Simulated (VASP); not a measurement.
# Na in VASP: notebook, part 2 of 2

VASP 6.6.1. The steps go on from the part before.

### Step 3. Single point, PBE

This run uses another cell than the first one, of 37.89 Å³/atom, 1.003 times its volume.

File INCAR:

```
SYSTEM = Na
PREC = Accurate
ENCUT = 520
EDIFF = 1E-6
ISMEAR = 0
SIGMA = 0.1
LREAL = .False.
LASPH = .True.
NELM = 60
ALGO = Fast
ISIF = 2
LWAVE = .False.
LCHARG = .False.
GGA = PE
NBANDS = 22
```

File KPOINTS:

```
Automatic mesh
0
Gamma
  8 8 12
  0 0 0
```

File POSCAR:

```
Na
1.0
    3.0772099363     -6.5152191255      0.0000000000
    3.0772099363      6.5152191255      0.0000000000
    0.0000000000      0.0000000000      3.7795074633
Na
4
Direct
    0.1319049382      0.8680950618      0.0000000000
    0.6319049382      0.3680950618      0.5000000000
    0.8680950618      0.1319049382      1.0000000000
    0.3680950618      0.6319049382      0.5000000000
```

Potentials or basis: VASP PAW PBE potentials, release 64 (Na_pv).

Launch:

```sh
$ cat potpaw_PBE.64/Na_pv/POTCAR > POTCAR
$ mpirun -np 1 vasp_std > vasp.out
```

OUTCAR:

```text
SYSTEM = Na
   PREC = Accurate
   ENCUT = 520
   EDIFF = 1E-6
   ISMEAR = 0
   LREAL = .False.
   LASPH = .True.
   NELM = 60
   ISIF = 2
   GGA = PE

 ion  position               nearest neighbor table
   1  0.132  0.868  0.000-
   2  0.632  0.368  0.500-
   3  0.868  0.132  0.000-
   4  0.368  0.632  0.500-

  LATTYP: Found a base centered orthorhombic cell.
 ALAT       =     6.1544198726
 B/A-ratio  =     2.1172488262
 C/A-ratio  =     0.6141127095

  Lattice vectors:

 A1 = (   3.0772099363,  -6.5152191255,   0.0000000000)
 A2 = (   3.0772099363,   6.5152191255,   0.0000000000)
 A3 = (   0.0000000000,   0.0000000000,   3.7795074633)

Analysis of symmetry for initial positions (statically):
=====================================================================
 Subroutine PRICEL returns following result:

  LATTYP: Found a face centered orthorhombic cell.
 ALAT       =     3.7795074633
 B/A-ratio  =     1.6283655826
 C/A-ratio  =     3.4476551184

  Lattice vectors:

 A1 = (   3.0772099363,   6.5152191255,   0.0000000000)
 A2 = (   0.0000000000,   6.5152191255,   1.8897537317)
 A3 = (   3.0772099363,   0.0000000000,   1.8897537316)

   2 primitive cells build up your supercell.

 Routine SETGRP: Setting up the symmetry group for a
 base centered orthorhombic supercell.

 Subroutine GETGRP returns: Found  8 space group operations
 (whereof  8 operations were pure point group operations)
 out of a pool of  8 trial point group operations.

The static configuration has the point symmetry D_2h.

Analysis of symmetry for dynamics (positions and initial velocities):
=====================================================================
 Subroutine PRICEL returns following result:

  LATTYP: Found a face centered orthorhombic cell.
[... 129 lines left out ...]
   PSTRESS=    0.0 pullay stress
   NELECT =      28.0000    total number of electrons
   NUPDOWN=      -1.0000    fix difference up-down
   EMIN   =  10.00;   EMAX   =-10.00  energy-range for DOS
   EFERMI =   0.00;   METHOD = LEGACY
   ISMEAR =     0;   SIGMA  =   0.10  broadening in eV -4-tet -1-fermi 0-gaus
   EFERMI_NEDOS =   21; number of points for ismear=-14 and -15
   IALGO  =     68    algorithm
   IMIX   =      4    mixing-type and parameters
     AMIX     =   0.40;   BMIX     =  1.00
     AMIX_MAG =   1.60;   BMIX_MAG =  1.00
  volume/ion in A,a.u.               =      37.89       255.67
  Fermi-wavevector in a.u.,A,eV,Ry     =   0.932417  1.762013 11.828936  0.869402
  Thomas-Fermi vector in A             =   2.059013
   LORBIT       =      0    0 simple, 1 ext, 2 COOP (PROOUT), +10 PAW based schemes
   GGA     = PE    functional components
   LHFCALC =     F    Hartree Fock is set to
   AEXX    =    0.0000 exact exchange contribution
   IVDW    =     0    specifies the selected vdW correction
   LEPSILON=     F    determine dielectric tensor
   LRPA    =     F    only Hartree local field effects (RPA)
 non-spin polarized calculation
 RMM-DIIS sequential band-by-band and
 Gauss-broadening in eV      SIGMA  =   0.10
  energy-cutoff  :      520.00
  volume of cell :      151.55
 maximum number of plane-waves:      4114
 NGX is ok and might be reduce to    54

 number of electron      27.9999960 magnetization

 Free energy of the ion-electron system (eV)
  ---------------------------------------------------
  ext. energy  EPLUGINS =         0.00000000
  ---------------------------------------------------
  free energy    TOTEN  =        -5.10617225 eV

  energy without entropy =       -5.09822910  energy(sigma->0) =       -5.10220067

 E-fermi :   0.2776     XC(G=0):  -6.4396

 val. band max:        0.2774844793   @ k =  -0.3750   0.3750   0.4167
 cond. band min:       0.2857718466   @ k =   0.1250   0.1250   0.0000
 fundamental gap:      0.0082873673
 Fermi energy:         0.2776459852

 k-point     1 :       0.0000    0.0000    0.0000
  band No.  band energies     occupation
      1     -24.7351      2.00000
      2     -24.7292      2.00000
      3     -24.7276      2.00000
      4     -24.7111      2.00000
      5     -24.7093      2.00000
      6     -24.7070      2.00000
[... 589 lines left out ...]
     21       6.3420      0.00000
     22       8.1699      0.00000

 [... further k-points ...]
[... 5 lines left out ...]
  --------------------------------------------------------------------------------------
  -------------------------------------------------------------------------------------
  Total        0.0456899      0.0381935      0.0606216      0.0000000      0.0000000      0.0000000
  in kB        0.4830362      0.4037837      0.6408945      0.0000000      0.0000000      0.0000000
  external PRESSURE =       0.5092381 kB  Pullay stress =       0.0000000 kB

 VOLUME and BASIS-vectors are now :
 -----------------------------------------------------------------------------
  energy-cutoff  :      520.00
  volume of cell :      151.55
      direct lattice vectors                 reciprocal lattice vectors
     3.077209936 -6.515219125  0.000000000     0.162484852 -0.076743390  0.000000000
     3.077209936  6.515219125  0.000000000     0.162484852  0.076743390  0.000000000
     0.000000000  0.000000000  3.779507463     0.000000000  0.000000000  0.264584740

 POSITION                                       TOTAL-FORCE (eV/Angst)
 -----------------------------------------------------------------------------------
      3.07721      4.79644      0.00000         0.000000      0.005518     -0.000000
      3.07721     -1.71878      1.88975         0.000000      0.005518     -0.000000
      3.07721     -4.79644      0.00000         0.000000     -0.005518      0.000000
      3.07721      1.71878      1.88975         0.000000     -0.005518      0.000000
 -----------------------------------------------------------------------------------
    total drift:                               -0.000000     -0.000000     -0.000000

  FREE ENERGIE OF THE ION-ELECTRON SYSTEM (eV)
  ---------------------------------------------------
  free  energy   TOTEN  =        -5.1061722485 eV

  energy  without entropy=       -5.0982290973  energy(sigma->0) =       -5.10220067
```

stdout:

```text
POSCAR found type information on POSCAR Na
 POSCAR found :  1 types and       4 ions
 scaLAPACK will be used
 LDA part: xc-table for (Slater+PW92), standard interpolation
 POSCAR, INCAR and KPOINTS ok, starting setup
 FFT: planning ... GRIDC
 FFT: planning ... GRID_SOFT
 FFT: planning ... GRID
 WAVECAR not read
 entering main loop
```

It took 4.5 min on 1 thread of Intel Xeon 6975P-C (Granite Rapids), shared host; peak memory 0.49 GiB.

Results:

```
Free energy            : -5.1062 eV
Pressure               : 0.1 GPa
Largest force          : 0.006 eV/Å
Band gap on the k mesh : zero (band 14 reaches 1.57 eV, above the bottom of band 15 at -1.22 eV)
```

Forces on the atoms (eV/Å):
```
Na   0.000  0.006  0.000
Na   0.000  0.006  0.000
Na   0.000 -0.006  0.000
Na   0.000 -0.006  0.000
```

Levels at points of the mesh, in eV from the Fermi level:
```tsv
k point	band 11	band 12	band 13	band 14	band 15	band 16	band 17	band 18
(0.00, 0.00, 0.00)	-24.97	-24.97	-3.24	0.21	0.45	1.24	1.48	1.74
(0.50, 0.00, 0.00)	-24.98	-24.98	-2.01	-2.01	-0.23	-0.23	3.19	3.19
(0.50, 0.50, 0.00)	-24.97	-24.97	-2.45	-2.21	0.53	0.94	3.84	3.84
(0.00, 0.00, 0.50)	-24.97	-24.97	-0.59	-0.59	2.65	2.65	2.82	2.82
(0.50, 0.00, 0.50)	-24.97	-24.97	0.48	0.48	0.70	0.70	2.16	2.16
(0.50, 0.50, 0.50)	-24.98	-24.98	0.17	0.17	0.39	0.39	2.97	2.97
```

### Step 4. Single point, PBE

This run uses another cell than the first one, of the same volume but with other edges.

File INCAR:

```
SYSTEM = Na
ALGO = Fast
EDIFF = 1E-6
ENCUT = 520
GGA = PE
ISIF = 2
ISMEAR = 0
LASPH = .TRUE.
LCHARG = .TRUE.
LELF = .TRUE.
LREAL = .FALSE.
LVHAR = .TRUE.
LWAVE = .FALSE.
NBANDS = 22
NELM = 60
PREC = Accurate
SIGMA = 0.1
```

File KPOINTS:

```
k-points
0
G
  10 10 8
  0 0 0
```

File POSCAR:

```
Na
1.0
    3.0429008267     -6.4873838041      0.0000000000
    3.0429008267      6.4873838041      0.0000000000
    0.0000000000      0.0000000000      3.8326994758
Na
4
Direct
    0.1318375417      0.8681624583      0.0000012953
    0.6318375417      0.3681624583      0.4999987047
    0.8681624583      0.1318375417      0.9999987047
    0.3681624583      0.6318375417      0.5000012953
```

Launch:

```sh
$ cat potpaw_PBE.64/Na_pv/POTCAR > POTCAR
$ mpirun -np 1 vasp_std > vasp.out
```

Run time: 4.7 min. Hardware: 1 thread of Intel Xeon 6975P-C (Granite Rapids), shared host; peak memory 0.51 GiB.

Results (log left out):

```yaml
Free_energy: -5.1029 eV
Pressure: 0.2 GPa
Band_gap_on_the_k_mesh: zero (band 14 reaches 1.17 eV, above the bottom of band 15 at -1.27 eV)
```

Levels at points of the mesh, in eV from the Fermi level:
```tsv
k point	band 10	band 11	band 12	band 13	band 14	band 15	band 16	band 17	band 18	band 19
(0.00, 0.00, 0.00)	-24.96	-24.96	-24.96	-3.24	0.24	0.49	1.32	1.57	1.86	2.05
(0.50, 0.00, 0.00)	-24.97	-24.97	-24.97	-1.97	-1.97	-0.18	-0.18	3.26	3.26	5.82
(0.50, 0.50, 0.00)	-24.96	-24.96	-24.96	-2.43	-2.20	0.62	1.05	3.93	3.96	4.13
(0.00, 0.00, 0.50)	-24.98	-24.97	-24.97	-0.65	-0.65	2.61	2.61	2.81	2.81	3.69
(0.50, 0.00, 0.50)	-24.97	-24.97	-24.97	0.45	0.45	0.66	0.66	2.13	2.13	2.52
(0.50, 0.50, 0.50)	-24.98	-24.97	-24.97	0.11	0.11	0.34	0.34	2.98	2.98	3.63
```

### Step 5. Overview

```tsv
cell	k mesh	gap on the mesh (eV)	pressure (GPa)
a = 6.620, b = 6.620, c = 6.126 Å, angles 90.0, 90.0, 145.8°, 4 atoms	4 × 4 × 4	none	0.1
a = 7.205, b = 7.205, c = 3.780 Å, angles 90.0, 90.0, 129.4°, 4 atoms	8 × 8 × 12	none	0.1
a = 7.166, b = 7.166, c = 3.833 Å, angles 90.0, 90.0, 129.7°, 4 atoms	10 × 10 × 8	none	0.2
```

Alike in all rows: task single point; level PBE; potentials or basis VASP PAW PBE potentials, release 64 (Na_pv); no spin polarisation; cutoff (eV) 520; smearing gaussian 0.1 eV.

Caveats: some runs use coarse meshes.

Total energies depend on the potentials used, so only differences within one code and one set of settings carry meaning.
